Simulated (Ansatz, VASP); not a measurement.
# InGa2P3: VASP beside Ansatz

```
CELL_PARAMETERS angstrom
4.00101 -0.00102 0.00097
-2.00143 3.46294 -0.00210
0.00530 -0.00877 19.64606
ATOMIC_POSITIONS crystal
In 0.33334 0.66654 0.33261
In 0.33321 0.66682 0.83263
Ga 0.00088 0.00053 0.00328
Ga 0.99878 0.99919 0.50328
Ga 0.66749 0.33374 0.16313
Ga 0.66621 0.33320 0.66315
P 0.99996 0.99982 0.38249
P 0.99999 0.00018 0.88250
P 0.33412 0.66703 0.20176
P 0.33295 0.66658 0.70179
P 0.66757 0.33384 0.04168
P 0.66550 0.33254 0.54169
```

Change from the starting cell: cell x2, atoms moved at random (sigma 0.1 Å) and cell strained at random (1.5 %), then relaxed without symmetry.

Alike in both runs: functional PBE; k mesh 6 × 6 × 1; occupations gaussian, width 0.1 eV; no spin polarisation.

Ansatz relaxed the structure, and its values are those at the end. VASP's run is a single point on that final structure, the one shown.

```csv
,VASP,Ansatz
version,VASP 6.6.1,Ansatz 0.2.0
potentials or method,"VASP PAW PBE potentials, release 64 (In_d, Ga_d, P), cutoff 520 eV","scalar-relativistic, plane waves, PAW"
valence electrons in the cell,108,108
```

VASP gave:

```
gap on the k mesh at the Fermi level (eV) : 0.78
least direct gap on the mesh (eV)         : 0.78
pressure (GPa)                            : 0.0
rms of the force components (eV/Å)        : 0.002
```

Task: Estimate Ansatz's values.

Result: gap on the k mesh at the Fermi level (eV): 0.79; least direct gap on the mesh (eV): 0.79; pressure (GPa): 0.0; rms of the force components (eV/Å): 0.003.

The functional is the same, so the differences come from potentials, cutoffs and numerics.
